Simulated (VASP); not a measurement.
Here is a VASP 6.6.1 calculation.

The input INCAR:

```
SYSTEM = HfC
PREC     = Accurate       ! precision mode
ENCUT    = 520            ! plane-wave cutoff, eV
EDIFF    = 1E-6           ! SCF threshold, eV
ISMEAR   = 0              ! smearing method
SIGMA    = 0.1            ! smearing width, eV
LREAL    = .FALSE.        ! projectors in reciprocal space
LASPH    = .TRUE.         ! aspherical terms in the spheres
NELM     = 100            ! most SCF steps
ALGO     = Normal         ! electronic algorithm
ISIF     = 2              ! what is computed and relaxed
LWAVE    = .FALSE.        ! write WAVECAR
LCHARG   = .FALSE.        ! write CHGCAR
GGA      = PE             ! functional
NBANDS   = 14             ! bands
```

Contents of KPOINTS:

```
regular mesh
0
G
  16 16 16
  0 0 0
```

File POSCAR:

```
HfC
1.0
    0.0000000000      2.3257467324      2.3257467324
    2.3257467324      0.0000000000      2.3257467324
    2.3257467324      2.3257467324      0.0000000000
Hf C
1 1
Direct
    0.5000000000      0.5000000000      0.5000000000
    0.0000000000      0.0000000000      0.0000000000
```

Potentials or basis: VASP PAW PBE potentials, release 64 (Hf_pv, C).

Launch:

```bash
$ cat potpaw_PBE.64/Hf_pv/POTCAR potpaw_PBE.64/C/POTCAR > POTCAR
$ mpirun -np 1 vasp_std > vasp.out
```

(1) Estimate the pressure.

(2) What does it give for the band gap on the k mesh?

## Answers

(1) -0.7 GPa.

(2) zero (bands 7 and 8 overlap by 1.42 eV).

Caveat: spin-orbit coupling is left out, which moves the levels of the heavy elements.
